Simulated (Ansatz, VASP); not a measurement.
## Ga3AsP2 in VASP and in Ansatz

File INCAR:

```
PREC = Accurate
ENCUT = 600
EDIFF = 1E-6
ISMEAR = 0
SIGMA = 0.1
LREAL = F
LASPH = T
NELM = 60
ALGO = Normal
ISIF = 3
LWAVE = F
LCHARG = F
GGA = PE
IBRION = 2
NSW = 90
EDIFFG = -0.04
```

The input KPOINTS:

```
Automatic mesh
0
Gamma
  6 6 2
```

File POSCAR:

```
Ga3AsP2
1.0
    3.8343305000      0.0000000000      0.0000000000
   -1.9171652500      3.3206276200      0.0000000000
    0.0000000000      0.0000000000      9.3921532300
Ga P As
3 2 1
Direct
    0.0000000000      0.0000000000      0.0000000000
    0.3333333300      0.6666666700      0.6666666700
    0.6666666700      0.3333333300      0.3333333300
    0.6666666700      0.3333333300      0.5833333300
    0.0000000000      0.0000000000      0.2500000000
    0.3333333300      0.6666666700      0.9166666700
```

Input for Ansatz:

```yaml
crystal:
  lattice:
    - [3.8343305, 0.0, 0.0]
    - [-1.91716525, 3.32062762, 0.0]
    - [0.0, 0.0, 9.39215323]
  atoms:
    - { symbol: Ga, position: [0.0, 0.0, 0.0] }
    - { symbol: Ga, position: [0.33333333, 0.66666667, 0.66666667] }
    - { symbol: Ga, position: [0.66666667, 0.33333333, 0.33333333] }
    - { symbol: P, position: [0.66666667, 0.33333333, 0.58333333] }
    - { symbol: P, position: [0.0, 0.0, 0.25] }
    - { symbol: As, position: [0.33333333, 0.66666667, 0.91666667] }
basis:
  ecutwfc: 420
kpoints:
  mp_grid: { grid: [6, 6, 2] }
hamiltonian:
  xc: pbe
scf:
  occupations: { method: gaussian, width: 0.1 }
  lower_state_search: "off"
output:
  forces: true
  stress: true
  eigenvalues: true
relax:
  adjacent_minimum: "off"
  f_tol: 0.04
  max_steps: 70
  cell: { stress_tol: 0.4 }
```

Alike in both runs: task relaxation of cell and atoms; functional PBE; k mesh 6 × 6 × 2; occupations gaussian, width 0.1 eV; no spin polarisation.

```csv
,VASP,Ansatz
version,VASP 6.6.1,Ansatz 0.2.0
potentials or method,"VASP PAW PBE potentials, release 64 (Ga_d, P, As), cutoff 600 eV","scalar-relativistic, plane waves, PAW"
valence electrons in the cell,54,64
```

|  | VASP | Ansatz | Ansatz less VASP |
| --- | --- | --- | --- |
| gap on the k mesh at the Fermi level, each at its own relaxed structure (eV) | 0.93 | 0.95 | +0.022 |
| relaxed volume (Å³/atom) | 21.80 | 21.76 | -0.035 |
| relaxed cell length with the largest relative difference (Å) | 9.673 | 9.663 | -0.0104 |

VASP's potentials hold 54 valence electrons a cell and Ansatz's 64, so a difference there can come from the potentials and not from the codes.
